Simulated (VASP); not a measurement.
# SnO2 (R-3m) in VASP: single point with LDA

Aim: the single point of SnO2 with LDA.

Program: VASP 6.6.1. These are calculated values, not measurements. Logs are shortened: lines on timing, memory, paths and dates and some standing lists are left out, and cuts for length are marked.

## 1. The cell of the first run

It takes space group R-3m (No. 166, trigonal). The conventional cell has a = 3.207 Å, b = 3.207 Å, c = 12.258 Å, α = 90.00°, β = 90.00°, γ = 120.00°. Sn (site symmetry -3m) has 6 O at 2.09 Å within 2.8 Å. O (site symmetry 3m) has 3 Sn at 2.09 Å and 6 O at 2.67 to 2.85 Å within 2.9 Å.

## 2. Single point, LDA

INCAR reads:

```
SYSTEM = SnO2
PREC = Accurate
ENCUT = 600
EDIFF = 1E-6
ISMEAR = 0
SIGMA = 0.05
LREAL = .False.
LASPH = .True.
NELM = 120
ALGO = Normal
ISIF = 2
LWAVE = .False.
LCHARG = .False.
GGA = CA
NBANDS = 35
GGA_COMPAT = .False.
KPAR = 4
```

KPOINTS reads:

```
regular mesh
0
Gamma
  12 12 8
  0 0 0
```

POSCAR reads:

```
SnO2
1.0
    1.6037542618     -2.7777725077      0.0000159113
    3.2074919745     -0.0000095545      0.0000378848
    1.6038451485     -0.9259184478      8.1720415014
Sn O
2 4
Direct
    0.7499922517      0.7500004554      0.7500012720
    0.2499922517      0.2500004554      0.2500012720
    0.8774354934      0.8774348143      0.3676976179
    0.3774354934      0.3774348143      0.8676976179
    0.6225722549      0.6225647303      0.1323011100
    0.1225722549      0.1225647303      0.6323011100
```

Potentials or basis: VASP PAW LDA potentials, release 64 (Sn_d, O).

Launch:

```console
> cat potpaw_LDA.64/Sn_d/POTCAR potpaw_LDA.64/O/POTCAR > POTCAR
> mpirun -np 4 vasp_std > vasp.out
```

OUTCAR:

```text
SYSTEM = SnO2
   PREC = Accurate
   ENCUT = 600
   EDIFF = 1E-6
   ISMEAR = 0
   LREAL = .False.
   LASPH = .True.
   NELM = 120
   ISIF = 2
   GGA = CA

 ion  position               nearest neighbor table
   1  0.750  0.750  0.750-   4 2.09   6 2.09   4 2.09   4 2.09   6 2.09   6 2.09
   2  0.250  0.250  0.250-   3 2.09   5 2.09   3 2.09   3 2.09   5 2.09   5 2.09
   3  0.877  0.877  0.368-   2 2.09   2 2.09   2 2.09
   4  0.377  0.377  0.868-   1 2.09   1 2.09   1 2.09
   5  0.623  0.623  0.132-   2 2.09   2 2.09   2 2.09
   6  0.123  0.123  0.632-   1 2.09   1 2.09   1 2.09

  LATTYP: Found a base centered monoclinic cell.
 ALAT       =     5.5555238322
 B/A-ratio  =     0.5773530607
 C/A-ratio  =     1.5082607553
 COS(beta)  =    -0.2209841061

  Lattice vectors:

 A1 = (   3.2074919745,  -0.0000095545,   0.0000378848)
 A2 = (   1.6037377127,   2.7777629532,   0.0000219735)
 A3 = (  -1.6036468260,  -0.9259088933,   8.1720036166)

Analysis of symmetry for initial positions (statically):
=====================================================================
 Subroutine PRICEL returns following result:

  LATTYP: Found a base centered monoclinic cell.
 ALAT       =     5.5555238322
 B/A-ratio  =     0.5773530607
 C/A-ratio  =     0.8075034360
 COS(beta)  =    -0.4128145562

  Lattice vectors:

 A1 = (   1.6037377127,   2.7777629532,   0.0000219735)
 A2 = (   3.2074919745,  -0.0000095545,   0.0000378848)
 A3 = (  -1.6037914306,  -0.9259222527,  -4.0860317374)

   2 primitive cells build up your supercell.

 Routine SETGRP: Setting up the symmetry group for a
 base centered monoclinic supercell.

 Subroutine GETGRP returns: Found  2 space group operations
 (whereof  2 operations were pure point group operations)
 out of a pool of  4 trial point group operations.

The static configuration has the point symmetry C_2 .

Analysis of symmetry for dynamics (positions and initial velocities):
=====================================================================
 Subroutine PRICEL returns following result:

  LATTYP: Found a base centered monoclinic cell.
 ALAT       =     5.5555238322
 B/A-ratio  =     0.5773530607
 C/A-ratio  =     0.8075034360
 COS(beta)  =    -0.4128145562

  Lattice vectors:

 A1 = (   1.6037377127,   2.7777629532,   0.0000219735)
 A2 = (   3.2074919745,  -0.0000095545,   0.0000378848)
[... 129 lines left out ...]
   ISPIN  =      1    spin polarized calculation?
   LNONCOLLINEAR =      F non collinear calculations
   LSORBIT =      F    spin-orbit coupling
   LASPH  =      T    aspherical Exc in radial PAW
   ENCUT  =  600.0 eV  44.10 Ry    6.64 a.u.   6.41  6.41 16.74*2*pi/ulx,y,z
   NELM   =    120;   NELMIN=  2; NELMDL= -5     # of ELM steps
   EDIFF  = 0.1E-05   stopping-criterion for ELM
   LREAL  =      F    real-space projection
   EDIFFG = 0.1E-04   stopping-criterion for IOM
   NSW    =      0    number of steps for IOM
   IBRION =     -1    ionic relax: 0-MD 1-quasi-New 2-CG
   NFREE  =      0    steps in history (QN), initial steepest desc. (CG)
   ISIF   =      2    stress and relaxation
   ISYM   =      2    0-nonsym 1-usesym 2-fastsym
   POTIM  = 0.5000    time-step for ionic-motion
   TEBEG  =    0.0;   TEEND  =   0.0 temperature during run
   PSTRESS=    0.0 pullay stress
   NELECT =      52.0000    total number of electrons
   NUPDOWN=      -1.0000    fix difference up-down
   EMIN   =  10.00;   EMAX   =-10.00  energy-range for DOS
   EFERMI =   0.00;   METHOD = LEGACY
   ISMEAR =     0;   SIGMA  =   0.05  broadening in eV -4-tet -1-fermi 0-gaus
   EFERMI_NEDOS =   21; number of points for ismear=-14 and -15
   IALGO  =     38    algorithm
   IMIX   =      4    mixing-type and parameters
     AMIX     =   0.40;   BMIX     =  1.00
     AMIX_MAG =   1.60;   BMIX_MAG =  1.00
  volume/ion in A,a.u.               =      12.14        81.89
  Fermi-wavevector in a.u.,A,eV,Ry     =   1.463341  2.765314 29.135070  2.141367
  Thomas-Fermi vector in A             =   2.579447
   LORBIT       =      0    0 simple, 1 ext, 2 COOP (PROOUT), +10 PAW based schemes
   GGA     = CA    functional components
   LHFCALC =     F    Hartree Fock is set to
   AEXX    =    0.0000 exact exchange contribution
   IVDW    =     0    specifies the selected vdW correction
   LEPSILON=     F    determine dielectric tensor
   LRPA    =     F    only Hartree local field effects (RPA)
 non-spin polarized calculation
 Gauss-broadening in eV      SIGMA  =   0.05
  energy-cutoff  :      600.00
  volume of cell :       72.81
 maximum number of plane-waves:      2460
 NGX is ok and might be reduce to    28
   NGX = 13   NGY = 13   NGZ = 33

 number of electron      51.9999990 magnetization

 Free energy of the ion-electron system (eV)
  ---------------------------------------------------
  ext. energy  EPLUGINS =         0.00000000
  ---------------------------------------------------
  free energy    TOTEN  =       -41.13045098 eV

  energy without entropy =      -41.13045098  energy(sigma->0) =      -41.13045098

 E-fermi :   5.7320     XC(G=0): -11.6806

 val. band max:        5.4901543657   @ k =   0.0000   0.0000   0.0000
 cond. band min:       7.0593634712   @ k =   0.0000   0.0000   0.0000
 fundamental gap:      1.5692091054
 Fermi energy:         5.7320397922

 k-point     1 :       0.0000    0.0000    0.0000
  band No.  band energies     occupation
      1     -14.7941      2.00000
      2     -14.7886      2.00000
      3     -14.4792      2.00000
      4     -14.4791      2.00000
      5     -14.4766      2.00000
      6     -14.4766      2.00000
[... 901 lines left out ...]
     34      17.3009      0.00000
     35      17.8806      0.00000

 [... further k-points ...]
[... 5 lines left out ...]
  --------------------------------------------------------------------------------------
  -------------------------------------------------------------------------------------
  Total        0.5090256      0.5088847      0.0424102      0.0001185     -0.0007298     -0.0012588
  in kB       11.2010592     11.1979583      0.9332328      0.0026065     -0.0160591     -0.0276987
  external PRESSURE =       7.7774168 kB  Pullay stress =       0.0000000 kB

 VOLUME and BASIS-vectors are now :
 -----------------------------------------------------------------------------
  energy-cutoff  :      600.00
  volume of cell :       72.81
      direct lattice vectors                 reciprocal lattice vectors
     1.603754262 -2.777772508  0.000015911    -0.000000591 -0.360001258 -0.040789178
     3.207491974 -0.000009554  0.000037885     0.311771089  0.180001624 -0.040793445
     1.603845149 -0.925918448  8.172041501    -0.000001445 -0.000000134  0.122368712

 POSITION                                       TOTAL-FORCE (eV/Angst)
 -----------------------------------------------------------------------------------
      4.81131     -2.77776      6.12908         0.000271     -0.000469      0.000000
      1.60376     -0.92590      2.04303         0.000271     -0.000469      0.000000
      4.81129     -2.77778      3.00489        -0.000292      0.000144      0.060609
      3.20759     -1.85185      7.09088        -0.000292      0.000144      0.060609
      3.20751     -1.85187      1.08120         0.000021      0.000325     -0.060609
      1.60381     -0.92594      5.16720         0.000021      0.000325     -0.060609
 -----------------------------------------------------------------------------------
    total drift:                                0.003904      0.002255      0.012893

  FREE ENERGIE OF THE ION-ELECTRON SYSTEM (eV)
  ---------------------------------------------------
  free  energy   TOTEN  =       -41.1304509799 eV

  energy  without entropy=      -41.1304509799  energy(sigma->0) =      -41.13045098
```

OSZICAR:

```text
N       E                     dE             d eps       ncg     rms          rms(c)
DAV:   1     0.669124604600E+03    0.66912E+03   -0.28248E+04 39306   0.255E+03
DAV:   2     0.637594418030E+02   -0.60537E+03   -0.57052E+03 37784   0.653E+02
DAV:   3    -0.413590193079E+02   -0.10512E+03   -0.10285E+03 39020   0.219E+02
DAV:   4    -0.469585608951E+02   -0.55995E+01   -0.55545E+01 44155   0.545E+01
DAV:   5    -0.470929151281E+02   -0.13435E+00   -0.13416E+00 42338   0.904E+00    0.152E+01
DAV:   6    -0.412129109637E+02    0.58800E+01   -0.16335E+01 56023   0.647E+01    0.637E+00
DAV:   7    -0.412316298808E+02   -0.18719E-01   -0.20104E+00 38326   0.821E+00    0.310E+00
DAV:   8    -0.411477077355E+02    0.83922E-01   -0.20340E-01 54558   0.401E+00    0.868E-01
DAV:   9    -0.411302399711E+02    0.17468E-01   -0.25921E-02 56103   0.282E+00    0.124E-01
DAV:  10    -0.411304721288E+02   -0.23216E-03   -0.40117E-03 48022   0.630E-01    0.641E-02
DAV:  11    -0.411304480422E+02    0.24087E-04   -0.32156E-04 57320   0.232E-01    0.174E-02
DAV:  12    -0.411304534974E+02   -0.54551E-05   -0.36018E-05 40671   0.377E-02    0.139E-02
DAV:  13    -0.411304509127E+02    0.25847E-05   -0.91119E-06 46973   0.378E-02    0.139E-03
DAV:  14    -0.411304509799E+02   -0.67201E-07   -0.71133E-07 22097   0.542E-03
   1 F= -.41130451E+02 E0= -.41130451E+02  d E =-.206837E-14
```

stdout:

```text
POSCAR found type information on POSCAR SnO
 POSCAR found :  2 types and       6 ions
 scaLAPACK will be used
 -----------------------------------------------------------------------------
|                                                                             |
|           W    W    AA    RRRRR   N    N  II  N    N   GGGG   !!!           |
[... 38 lines left out ...]
|     Results are often still useful ...                                      |
|                                                                             |
 -----------------------------------------------------------------------------

 POSCAR, INCAR and KPOINTS ok, starting setup
 FFT: planning ... GRIDC
 FFT: planning ... GRID_SOFT
 FFT: planning ... GRID
 WAVECAR not read
 entering main loop
```

Wall time 4.8 min (4 MPI ranks of Intel Xeon Platinum 8488C (Sapphire Rapids), shared host); peak memory 1.1 GiB.

Results:

| Item | Value |
| --- | --- |
| Free energy | -41.1305 eV |
| Pressure | 0.8 GPa |
| Largest force | 0.061 eV/Å |
| Band gap on the k mesh | 1.57 eV |

Forces on the atoms (eV/Å):
```
Sn   0.000  0.000  0.000
Sn   0.000  0.000  0.000
O    0.000  0.000  0.061
O    0.000  0.000  0.061
O    0.000  0.000 -0.061
O    0.000  0.000 -0.061
```

Caveat: spin-orbit coupling is left out, which moves the levels of the heavy elements. A k mesh can miss the band edges.
